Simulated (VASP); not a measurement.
## BiAs: single point with PBEsol

BiAs:

```
As Bi
1.0
     0.00000    4.19864    0.00000
     4.19864    0.00000    0.00000
     2.09932    2.09932   -3.29562
As Bi
1 1
Direct
  0.41400 0.41400 0.17200
  0.00000 0.00000 0.00000
```

```json
{
  "Program": "VASP 6.6.1",
  "Task": "single point",
  "Functional": "PBEsol",
  "Potentials or basis": "VASP PAW PBE potentials, release 64 (As, Bi_d)",
  "Cutoff": "520 eV",
  "k mesh": "10 × 10 × 10",
  "Occupations": "fermi-dirac, width 0.1 eV",
  "Spin": "no spin polarisation"
}
```

| Property | Result |
| --- | --- |
| Pressure | -1.6 GPa |
| Largest force | 0.250 eV/Å |
| Band gap on the k mesh | 0.46 eV |

Forces in eV/Å, atoms in the order of the input:
```
As   0.000  0.000  0.250
Bi   0.000  0.000 -0.250
```

Stress tensor (GPa, compression positive):
```
-1.35  0.00  0.00
 0.00 -1.35  0.00
 0.00  0.00 -1.96
```

Levels at points of the mesh, in eV from the valence-band top:
```tsv
k point	band 6	band 7	band 8	band 9	band 10	band 11	band 12	band 13	band 14	band 15
(0.00, 0.00, 0.00)	-13.63	-6.76	-1.65	-1.65	-1.64	2.29	2.77	2.77	5.28	5.97
(0.50, 0.00, 0.00)	-11.76	-10.27	-2.41	-1.25	-0.85	0.51	0.75	1.53	7.48	9.15
(0.50, 0.50, 0.00)	-11.41	-9.19	-5.43	-3.73	-3.03	1.41	4.29	6.43	7.19	8.47
(0.00, 0.00, 0.50)	-11.69	-9.69	-4.30	-3.20	-3.20	3.01	5.31	5.31	5.96	9.70
```

It took 88 s on 1 thread of Intel Xeon 8259CL (shared host), peak memory 0.25 GiB.

Caveat: the PAW data sets were made with another functional, which shifts forces and pressure a little; spin-orbit coupling is left out, which moves the levels of the heavy elements. A k mesh can miss the band edges.
